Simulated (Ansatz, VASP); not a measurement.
**MgS: VASP beside Ansatz**

```
Mg S
1.0
     0.01573    2.60139    2.58570
     2.60139    0.01573    2.58570
     2.61712    2.61712    0.00000
Mg S
1 1
Direct
  0.00000 0.00000 0.00000
  0.50000 0.50000 0.50000
```

Alike in both runs: task single point; functional PBEsol; k mesh 6 × 6 × 6; no spin polarisation.

|  | VASP | Ansatz |
| --- | --- | --- |
| version | VASP 6.6.1 | Ansatz 0.2.0 |
| potentials or method | VASP PAW PBE potentials, release 64 (Mg, S), cutoff 600 eV | scalar-relativistic, plane waves, PAW |
| occupations | gaussian, width 0.01 eV | fixed |
| valence electrons in the cell | 8 | 16 |

|  | VASP | Ansatz | Ansatz less VASP |
| --- | --- | --- | --- |
| gap on the k mesh at the Fermi level (eV) | 2.62 | 2.62 | 0.000 |
| least direct gap on the mesh (eV) | 3.58 | 3.58 | +0.001 |

VASP's potentials were made for PBE, not for PBEsol, and Ansatz warns of the same on its side. VASP's potentials hold 8 valence electrons a cell and Ansatz's 16, so a difference there can come from the potentials and not from the codes.
